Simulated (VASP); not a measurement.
The system is Ge13H7.

```
CELL_PARAMETERS angstrom
6.89063 0.25941 0.11231
0.25941 7.13900 0.00929
0.11231 0.00929 7.20796
ATOMIC_POSITIONS crystal
H 0.20614 0.48590 0.98357
H 0.40144 0.96569 0.27496
H 0.90243 0.97646 0.95830
H 0.55161 0.94897 0.06977
H 0.42062 0.75194 0.76044
H 0.27740 0.07804 0.53690
H 0.91711 0.93603 0.05162
Ge 0.07136 0.32114 0.96847
Ge 0.43846 0.15497 0.98677
Ge 0.06146 0.27595 0.57219
Ge 0.92903 0.48386 0.29273
Ge 0.55242 0.77161 0.35807
Ge 0.82051 0.80882 0.72229
Ge 0.69193 0.51495 0.99420
Ge 0.22886 0.90167 0.10335
Ge 0.69318 0.25874 0.37365
Ge 0.93234 0.99337 0.40297
Ge 0.47810 0.30306 0.68293
Ge 0.36963 0.42428 0.20411
Ge 0.26918 0.81733 0.62655
```

Base run:

```yaml
Program: VASP 6.6.1
Functional: PBE
Potentials_or_basis: VASP PAW PBE potentials, release 64 (H, Ge_d)
Cutoff: 410 eV
k_mesh: 1 × 1 × 1, shifted
Occupations: fermi-dirac, width 0.1034 eV
Spin: no spin polarisation
```

Its results: band gap on the k mesh zero (an odd number of electrons rules out a gap without spin polarisation); pressure 0.2 GPa; largest force 2.011 eV/Å.

Problem. The run is repeated on the same cell with these changes: cutoff from 410 eV to 520 eV; further incar settings from LREAL = Auto; ALGO = Normal; EDIFF = 1e-06; NBANDS = 110; ISYM = -1 to LREAL = Auto; ALGO = Normal; EDIFF = 1e-07; NBANDS = 110; ISYM = 0. What comes out?

Solution. Band gap on the k mesh zero (an odd number of electrons rules out a gap without spin polarisation); pressure 0.6 GPa; largest force 2.004 eV/Å.

Caveats: some runs use coarse meshes; the atoms stand as in a frame of molecular dynamics.
